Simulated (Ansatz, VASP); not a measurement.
**Hf in VASP and in Ansatz**

```xyz
2
Lattice="3.1967 0.0000 0.0000 -1.5983 2.7684 0.0000 0.0000 0.0000 5.0578" Properties=species:S:1:pos:R:3 pbc="T T T"
Hf    1.5984    0.9228    3.7934
Hf    0.0000    1.8456    1.2645
```

Alike in both runs: functional PBE; k mesh 7 × 7 × 4; occupations fermi-dirac, width 0.05 eV; non-collinear spin, spin-orbit coupling.

|  | VASP | Ansatz |
| --- | --- | --- |
| version | VASP 6.6.1 | Ansatz 0.2.0 |
| potentials or method | VASP PAW PBE potentials, release 64 (Hf_pv), cutoff 500 eV | all-electron LAPW, relativistic spinors |
| task | single point | band structure |

|  | VASP | Ansatz | Ansatz less VASP |
| --- | --- | --- | --- |
| pressure (GPa) | 0.2 | 0.7 | +0.46 |
| traceless stress, the component that is largest in VASP (GPa) | 0.76 | 0.87 | +0.106 |
| net moment per atom (μB) | 0.00 | 0.00 | 0.000 |

Ansatz ran all-electron here, and VASP with PAW potentials.

Noted on Ansatz's run: the k mesh is thin for a metal, which can move the energy by tens of meV per atom.
